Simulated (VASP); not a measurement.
# Cs (Im-3m) in VASP: notebook

Runs on Cs. Level: PBEsol. Tasks: single point, relaxation of volume and atoms at fixed shape.

Program: VASP 6.6.1. These are calculated values, not measurements. Logs are shortened: lines on timing, memory, paths and dates and some standing lists are left out, and cuts for length are marked.

**1. The cell of the first run**

The structure is cubic, space group Im-3m (No. 229). The conventional cell has a = 5.953 Å, b = 5.953 Å, c = 5.953 Å, α = 90.00°, β = 90.00°, γ = 90.00°.

**2. Single point, PBEsol**

INCAR

```
SYSTEM = Cs
PREC     = Accurate       ! precision mode
ENCUT    = 500            ! plane-wave cutoff, eV
EDIFF    = 1E-6           ! SCF threshold, eV
ISMEAR   = -1             ! smearing method
SIGMA    = 0.05           ! smearing width, eV
LREAL    = .FALSE.        ! projectors in reciprocal space
LASPH    = .TRUE.         ! aspherical terms in the spheres
NELM     = 120            ! most SCF steps
ALGO     = Normal         ! electronic algorithm
ISIF     = 2              ! what is computed and relaxed
LWAVE    = .FALSE.        ! write WAVECAR
LCHARG   = .FALSE.        ! write CHGCAR
GGA      = PS             ! functional
NBANDS   = 10             ! bands
GGA_COMPAT= .FALSE.
```

KPOINTS

```
Automatic mesh
0
G
  5 5 5
  0 0 0
```

POSCAR

```
Cs
1.0
   -2.9763383172      2.9763383172      2.9763383172
    2.9763383172     -2.9763383172      2.9763383172
    2.9763383172      2.9763383172     -2.9763383172
Cs
1
Direct
    0.0000000000      0.0000000000      0.0000000000
```

Potentials or basis: VASP PAW PBE potentials, release 64 (Cs_sv).

Run with:

```
> cat potpaw_PBE.64/Cs_sv/POTCAR > POTCAR
> mpirun -np 1 vasp_std > vasp.out
```

OUTCAR:

```text
SYSTEM = Cs
   PREC = Accurate
   ENCUT = 500
   EDIFF = 1E-6
   ISMEAR = -1
   LREAL = .FALSE.
   LASPH = .TRUE.
   NELM = 120
   ISIF = 2
   GGA = PS

 ion  position               nearest neighbor table
   1  0.000  0.000  0.000-

  LATTYP: Found a body centered cubic cell.
 ALAT       =     5.9526766344

  Lattice vectors:

 A1 = (  -2.9763383172,   2.9763383172,   2.9763383172)
 A2 = (   2.9763383172,  -2.9763383172,   2.9763383172)
 A3 = (   2.9763383172,   2.9763383172,  -2.9763383172)

Analysis of symmetry for initial positions (statically):
=====================================================================
 Subroutine PRICEL returns:
 Original cell was already a primitive cell.

 Routine SETGRP: Setting up the symmetry group for a
 body centered cubic supercell.

 Subroutine GETGRP returns: Found 48 space group operations
[... 9 lines left out ...]

 Routine SETGRP: Setting up the symmetry group for a
 body centered cubic supercell.

 Subroutine GETGRP returns: Found 48 space group operations
[... 11 lines left out ...]
                                     Primitive cell

  volume of cell :     105.4646

  direct lattice vectors                    reciprocal lattice vectors
    -2.976338317  2.976338317  2.976338317     0.000000000  0.167991655  0.167991655
     2.976338317 -2.976338317  2.976338317     0.167991655  0.000000000  0.167991655
     2.976338317  2.976338317 -2.976338317     0.167991655  0.167991655  0.000000000

  length of vectors
     5.155169186  5.155169186  5.155169186     0.237576077  0.237576077  0.237576077

  position of ions in fractional coordinates (direct lattice)
     0.000000000  0.000000000  0.000000000

  ion indices of the primitive-cell ions
   primitive index   ion index
                 1           1

----------------------------------------------------------------------------------------

 KPOINTS: Automatic mesh

Automatic generation of k-mesh.
 Grid dimensions read from file:
 generate k-points for:    5    5    5

 Generating k-lattice:

  Cartesian coordinates                     Fractional coordinates (reciprocal lattice)
     0.000000000  0.033598331  0.033598331     0.200000000  0.000000000  0.000000000
     0.033598331  0.000000000  0.033598331     0.000000000  0.200000000  0.000000000
     0.033598331  0.033598331  0.000000000     0.000000000  0.000000000  0.200000000

  Length of vectors
[... 39 lines left out ...]
   NELM   =    120;   NELMIN=  2; NELMDL= -5     # of ELM steps
   EDIFF  = 0.1E-05   stopping-criterion for ELM
   LREAL  =      F    real-space projection
   EDIFFG = 0.1E-04   stopping-criterion for IOM
   NSW    =      0    number of steps for IOM
   IBRION =     -1    ionic relax: 0-MD 1-quasi-New 2-CG
   NFREE  =      0    steps in history (QN), initial steepest desc. (CG)
   ISIF   =      2    stress and relaxation
   ISYM   =      2    0-nonsym 1-usesym 2-fastsym
   POTIM  = 0.5000    time-step for ionic-motion
   TEBEG  =    0.0;   TEEND  =   0.0 temperature during run
   PSTRESS=    0.0 pullay stress
   NELECT =       9.0000    total number of electrons
   NUPDOWN=      -1.0000    fix difference up-down
   EMIN   =  10.00;   EMAX   =-10.00  energy-range for DOS
   EFERMI =   0.00;   METHOD = LEGACY
   ISMEAR =    -1;   SIGMA  =   0.05  broadening in eV -4-tet -1-fermi 0-gaus
   EFERMI_NEDOS =   21; number of points for ismear=-14 and -15
   IALGO  =     38    algorithm
   IMIX   =      4    mixing-type and parameters
     AMIX     =   0.40;   BMIX     =  1.00
     AMIX_MAG =   1.60;   BMIX_MAG =  1.00
  volume/ion in A,a.u.               =     105.46       711.71
  Fermi-wavevector in a.u.,A,eV,Ry     =   0.720753  1.362026  7.068029  0.519485
  Thomas-Fermi vector in A             =   1.810286
   LORBIT       =      0    0 simple, 1 ext, 2 COOP (PROOUT), +10 PAW based schemes
   GGA     = PS    functional components
   LHFCALC =     F    Hartree Fock is set to
   AEXX    =    0.0000 exact exchange contribution
   IVDW    =     0    specifies the selected vdW correction
   LEPSILON=     F    determine dielectric tensor
   LRPA    =     F    only Hartree local field effects (RPA)
 non-spin polarized calculation
  energy-cutoff  :      500.00
  volume of cell :      105.46
 maximum number of plane-waves:      2703
 NGX is ok and might be reduce to    40
   NGX = 19   NGY = 19   NGZ = 19

 number of electron       9.0000000 magnetization

 Free energy of the ion-electron system (eV)
  ---------------------------------------------------
  ext. energy  EPLUGINS =         0.00000000
  ---------------------------------------------------
  free energy    TOTEN  =        -0.95461936 eV

  energy without entropy =       -0.94229650  energy(sigma->0) =       -0.94845793

 E-fermi :   0.6508     XC(G=0):  -5.7074

 val. band max:        0.3128202875   @ k =   0.4000   0.0000   0.0000
 cond. band min:       0.6906256570   @ k =  -0.4000   0.4000   0.2000
 fundamental gap:      0.3778053695
 Fermi energy:         0.6507693259

 k-point     1 :       0.0000    0.0000    0.0000
  band No.  band energies     occupation
      1     -23.2066      2.00000
      2      -9.9105      2.00000
      3      -9.9105      2.00000
      4      -9.9105      2.00000
      5      -1.1815      2.00000
      6       3.1418      0.00000
      7       3.1418      0.00000
      8       3.1418      0.00000
      9       4.0799      0.00000
     10       4.0799      0.00000
[... 105 lines left out ...]
 k-point    10 :      -0.4000    0.4000    0.4000
  band No.  band energies     occupation
      1     -23.1902      2.00000
      2     -10.0398      2.00000
      3     -10.0281      2.00000
      4     -10.0281      2.00000
      5       1.1367      0.00012
      6       1.3255      0.00000
      7       3.3655      0.00000
      8       3.4385      0.00000
      9       3.4385      0.00000
     10       4.9350      0.00000

------------------------ aborting loop because EDIFF is reached ----------------------------------------

  FORCE on cell =-STRESS in cart. coord.  units (eV):
  Direction    XX          YY          ZZ          XY          YZ          ZX
  --------------------------------------------------------------------------------------
  -------------------------------------------------------------------------------------
  Total        0.0270937      0.0270937      0.0270937      0.0000000      0.0000000      0.0000000
  in kB        0.4115973      0.4115973      0.4115973      0.0000000      0.0000000      0.0000000
  external PRESSURE =       0.4115973 kB  Pullay stress =       0.0000000 kB

 VOLUME and BASIS-vectors are now :
 -----------------------------------------------------------------------------
  energy-cutoff  :      500.00
  volume of cell :      105.46
      direct lattice vectors                 reciprocal lattice vectors
    -2.976338317  2.976338317  2.976338317     0.000000000  0.167991655  0.167991655
     2.976338317 -2.976338317  2.976338317     0.167991655  0.000000000  0.167991655
     2.976338317  2.976338317 -2.976338317     0.167991655  0.167991655  0.000000000

 POSITION                                       TOTAL-FORCE (eV/Angst)
 -----------------------------------------------------------------------------------
      0.00000      0.00000      0.00000         0.000000     -0.000000     -0.000000
 -----------------------------------------------------------------------------------
    total drift:                               -0.000000      0.000000     -0.000000

  FREE ENERGIE OF THE ION-ELECTRON SYSTEM (eV)
  ---------------------------------------------------
  free  energy   TOTEN  =        -0.9546193643 eV

  energy  without entropy=       -0.9422964991  energy(sigma->0) =       -0.94845793
```

OSZICAR:

```text
N       E                     dE             d eps       ncg     rms          rms(c)
DAV:   1     0.492511183855E+02    0.49251E+02   -0.29486E+03   200   0.613E+02
DAV:   2     0.313738108151E+01   -0.46114E+02   -0.44810E+02   280   0.110E+02
DAV:   3    -0.904963998990E+00   -0.40423E+01   -0.40380E+01   234   0.377E+01
DAV:   4    -0.954703605393E+00   -0.49740E-01   -0.49734E-01   250   0.500E+00
DAV:   5    -0.954943723162E+00   -0.24012E-03   -0.24012E-03   254   0.300E-01    0.135E-01
DAV:   6    -0.954461003273E+00    0.48272E-03   -0.13385E-03   266   0.175E-01    0.920E-02
DAV:   7    -0.954553280652E+00   -0.92277E-04   -0.30422E-03   236   0.281E-01    0.353E-02
DAV:   8    -0.954618293884E+00   -0.65013E-04   -0.96012E-05   228   0.678E-02    0.536E-03
DAV:   9    -0.954619944101E+00   -0.16502E-05   -0.41123E-06   292   0.109E-02    0.317E-03
DAV:  10    -0.954619364293E+00    0.57981E-06   -0.69074E-07   130   0.454E-03
   1 F= -.95461936E+00 E0= -.94845793E+00  d E =-.123229E-01
```

stdout:

```text
POSCAR found type information on POSCAR Cs
 POSCAR found :  1 types and       1 ions
 scaLAPACK will be used
 -----------------------------------------------------------------------------
|                                                                             |
|                                                                             |
|     You enforced a specific xc type in the INCAR file but a different       |
|     I HOPE YOU KNOW WHAT YOU ARE DOING!                                     |
|                                                                             |
 -----------------------------------------------------------------------------

 LDA part: xc-table for (Slater+PW92), standard interpolation
 POSCAR, INCAR and KPOINTS ok, starting setup
 FFT: planning ... GRIDC
 FFT: planning ... GRID_SOFT
 FFT: planning ... GRID
 WAVECAR not read
 entering main loop
```

Run time: 17 s. Hardware: 1 thread of Intel Xeon 8259CL, shared host; peak memory 0.22 GiB.

Results:

```
Free energy : -0.9546 eV
Pressure    : 0.0 GPa
```

Levels at points of the mesh, in eV from the Fermi level:
```
           k point  band 1  band 2  band 3  band 4  band 5  band 6  band 7  band 8  band 9
(0.00, 0.00, 0.00)  -23.86  -10.56  -10.56  -10.56   -1.83    2.49    2.49    2.49    3.43
```

Caveat: the PAW data sets were made with another functional, which shifts forces and pressure a little; spin-orbit coupling is left out, which moves the levels of the heavy elements.

**3. Single point, PBEsol**

This run uses another cell than the first one, of 107.62 Å³/atom, 1.020 times its volume.

INCAR

```
SYSTEM = Cs
PREC     = Accurate       ! precision mode
ENCUT    = 500            ! plane-wave cutoff, eV
EDIFF    = 1E-6           ! SCF threshold, eV
ISMEAR   = -1             ! smearing method
SIGMA    = 0.05           ! smearing width, eV
LREAL    = .False.        ! projectors in reciprocal space
LASPH    = .True.         ! aspherical terms in the spheres
NELM     = 120            ! most SCF steps
ALGO     = Normal         ! electronic algorithm
ISIF     = 2              ! what is computed and relaxed
LWAVE    = .False.        ! write WAVECAR
LCHARG   = .True.         ! write CHGCAR
GGA      = PS             ! functional
LELF     = .True.         ! ELF
LVHAR    = .True.       
NBANDS   = 10             ! bands
GGA_COMPAT= .False.
```

KPOINTS

```
regular mesh
0
Gamma
  5 5 5
  0 0 0
```

POSCAR

```
Cs
1.0
   -2.9964493213      2.9964493213      2.9964493213
    2.9964493213     -2.9964493213      2.9964493213
    2.9964493213      2.9964493213     -2.9964493213
Cs
1
Direct
    0.0000000000      0.0000000000      0.0000000000
```

Potentials or basis: VASP PAW PBE potentials, release 64 (Cs_sv).

Run with:

```
> cat potpaw_PBE.64/Cs_sv/POTCAR > POTCAR
> mpirun -np 1 vasp_std > vasp.out
```

OUTCAR:

```text
SYSTEM = Cs
   PREC = Accurate
   ENCUT = 500
   EDIFF = 1E-6
   ISMEAR = -1
   LREAL = .False.
   LASPH = .True.
   NELM = 120
   ISIF = 2
   GGA = PS

 ion  position               nearest neighbor table
   1  0.000  0.000  0.000-

  LATTYP: Found a body centered cubic cell.
 ALAT       =     5.9928986426

  Lattice vectors:

 A1 = (  -2.9964493213,   2.9964493213,   2.9964493213)
 A2 = (   2.9964493213,  -2.9964493213,   2.9964493213)
 A3 = (   2.9964493213,   2.9964493213,  -2.9964493213)

Analysis of symmetry for initial positions (statically):
=====================================================================
 Subroutine PRICEL returns:
 Original cell was already a primitive cell.

 Routine SETGRP: Setting up the symmetry group for a
 body centered cubic supercell.

 Subroutine GETGRP returns: Found 48 space group operations
[... 9 lines left out ...]

 Routine SETGRP: Setting up the symmetry group for a
 body centered cubic supercell.

 Subroutine GETGRP returns: Found 48 space group operations
[... 11 lines left out ...]
                                     Primitive cell

  volume of cell :     107.6170

  direct lattice vectors                    reciprocal lattice vectors
    -2.996449321  2.996449321  2.996449321     0.000000000  0.166864160  0.166864160
     2.996449321 -2.996449321  2.996449321     0.166864160  0.000000000  0.166864160
     2.996449321  2.996449321 -2.996449321     0.166864160  0.166864160  0.000000000

  length of vectors
     5.190002467  5.190002467  5.190002467     0.235981559  0.235981559  0.235981559

  position of ions in fractional coordinates (direct lattice)
     0.000000000  0.000000000  0.000000000

  ion indices of the primitive-cell ions
   primitive index   ion index
                 1           1

----------------------------------------------------------------------------------------

[... 74 lines left out ...]
     AMIX_MAG =   1.60;   BMIX_MAG =  1.00
  volume/ion in A,a.u.               =     107.62       726.24
  Fermi-wavevector in a.u.,A,eV,Ry     =   0.715916  1.352885  6.973472  0.512536
  Thomas-Fermi vector in A             =   1.804201
   LORBIT       =      0    0 simple, 1 ext, 2 COOP (PROOUT), +10 PAW based schemes
   GGA     = PS    functional components
   LHFCALC =     F    Hartree Fock is set to
   AEXX    =    0.0000 exact exchange contribution
   IVDW    =     0    specifies the selected vdW correction
   LEPSILON=     F    determine dielectric tensor
   LRPA    =     F    only Hartree local field effects (RPA)
 non-spin polarized calculation
  energy-cutoff  :      500.00
  volume of cell :      107.62
 maximum number of plane-waves:      2747
 NGX is ok and might be reduce to    40
   NGX = 19   NGY = 19   NGZ = 19

 number of electron       8.9999998 magnetization

 Free energy of the ion-electron system (eV)
  ---------------------------------------------------
  ext. energy  EPLUGINS =         0.00000000
  ---------------------------------------------------
  free energy    TOTEN  =        -0.95497738 eV

  energy without entropy =       -0.94266756  energy(sigma->0) =       -0.94882247

 E-fermi :   0.5957     XC(G=0):  -5.6525

 val. band max:        0.2638894467   @ k =   0.4000   0.0000   0.0000
 cond. band min:       0.6354721374   @ k =  -0.4000   0.4000   0.2000
 fundamental gap:      0.3715826907
 Fermi energy:         0.5956894701

 k-point     1 :       0.0000    0.0000    0.0000
  band No.  band energies     occupation
      1     -23.2702      2.00000
      2      -9.9781      2.00000
      3      -9.9781      2.00000
      4      -9.9781      2.00000
      5      -1.2132      2.00000
      6       3.0776      0.00000
      7       3.0776      0.00000
      8       3.0776      0.00000
      9       3.9996      0.00000
     10       3.9996      0.00000
[... 105 lines left out ...]
 k-point    10 :      -0.4000    0.4000    0.4000
  band No.  band energies     occupation
      1     -23.2552      2.00000
      2     -10.0992      2.00000
      3     -10.0884      2.00000
      4     -10.0884      2.00000
      5       1.0931      0.00010
      6       1.2902      0.00000
      7       3.2674      0.00000
      8       3.3478      0.00000
      9       3.3478      0.00000
     10       4.8375      0.00000

------------------------ aborting loop because EDIFF is reached ----------------------------------------

  FORCE on cell =-STRESS in cart. coord.  units (eV):
  Direction    XX          YY          ZZ          XY          YZ          ZX
  --------------------------------------------------------------------------------------
  -------------------------------------------------------------------------------------
  Total       -0.0021140     -0.0021140     -0.0021140      0.0000000     -0.0000000      0.0000000
  in kB       -0.0314726     -0.0314726     -0.0314726      0.0000000     -0.0000000      0.0000000
  external PRESSURE =      -0.0314726 kB  Pullay stress =       0.0000000 kB

 VOLUME and BASIS-vectors are now :
 -----------------------------------------------------------------------------
  energy-cutoff  :      500.00
  volume of cell :      107.62
      direct lattice vectors                 reciprocal lattice vectors
    -2.996449321  2.996449321  2.996449321     0.000000000  0.166864160  0.166864160
     2.996449321 -2.996449321  2.996449321     0.166864160  0.000000000  0.166864160
     2.996449321  2.996449321 -2.996449321     0.166864160  0.166864160  0.000000000

 POSITION                                       TOTAL-FORCE (eV/Angst)
 -----------------------------------------------------------------------------------
      0.00000      0.00000      0.00000         0.000000     -0.000000     -0.000000
 -----------------------------------------------------------------------------------
    total drift:                               -0.000000      0.000000     -0.000000

  FREE ENERGIE OF THE ION-ELECTRON SYSTEM (eV)
  ---------------------------------------------------
  free  energy   TOTEN  =        -0.9549773832 eV

  energy  without entropy=       -0.9426675580  energy(sigma->0) =       -0.94882247
```

OSZICAR:

```text
N       E                     dE             d eps       ncg     rms          rms(c)
DAV:   1     0.508636043688E+02    0.50864E+02   -0.28876E+03   200   0.625E+02
DAV:   2     0.423297624196E+01   -0.46631E+02   -0.45330E+02   258   0.106E+02
DAV:   3    -0.885536835053E+00   -0.51185E+01   -0.51140E+01   228   0.416E+01
DAV:   4    -0.954794848701E+00   -0.69258E-01   -0.69253E-01   252   0.569E+00
DAV:   5    -0.955098855401E+00   -0.30401E-03   -0.30399E-03   236   0.359E-01    0.133E-01
DAV:   6    -0.954744214032E+00    0.35464E-03   -0.12857E-03   264   0.173E-01    0.914E-02
DAV:   7    -0.954913967229E+00   -0.16975E-03   -0.29979E-03   250   0.279E-01    0.344E-02
DAV:   8    -0.954976565446E+00   -0.62598E-04   -0.94417E-05   224   0.670E-02    0.541E-03
DAV:   9    -0.954977943568E+00   -0.13781E-05   -0.44800E-06   302   0.111E-02    0.317E-03
DAV:  10    -0.954977383188E+00    0.56038E-06   -0.72997E-07   136   0.463E-03
   1 F= -.95497738E+00 E0= -.94882247E+00  d E =-.123098E-01
```

stdout:

```text
POSCAR found type information on POSCAR Cs
 POSCAR found :  1 types and       1 ions
 scaLAPACK will be used
 -----------------------------------------------------------------------------
|                                                                             |
|                                                                             |
|     You enforced a specific xc type in the INCAR file but a different       |
|     I HOPE YOU KNOW WHAT YOU ARE DOING!                                     |
|                                                                             |
 -----------------------------------------------------------------------------

 LDA part: xc-table for (Slater+PW92), standard interpolation
 POSCAR, INCAR and KPOINTS ok, starting setup
 FFT: planning ... GRIDC
 FFT: planning ... GRID_SOFT
 FFT: planning ... GRID
 WAVECAR not read
 entering main loop
```

It took 22 s on 1 thread of Intel Xeon 8259CL, shared host; peak memory 0.23 GiB.

Results:

| Item | Value |
| --- | --- |
| Free energy | -0.9550 eV |
| Pressure | 0.0 GPa |

Levels at points of the mesh, in eV from the Fermi level:
| k point | band 1 | band 2 | band 3 | band 4 | band 5 | band 6 | band 7 | band 8 |
| --- | --- | --- | --- | --- | --- | --- | --- | --- |
| (0.00, 0.00, 0.00) | -23.87 | -10.57 | -10.57 | -10.57 | -1.81 | 2.48 | 2.48 | 2.48 |

Caveat: the PAW data sets were made with another functional, which shifts forces and pressure a little; spin-orbit coupling is left out, which moves the levels of the heavy elements.

(Part 1 of 2 ends here.)
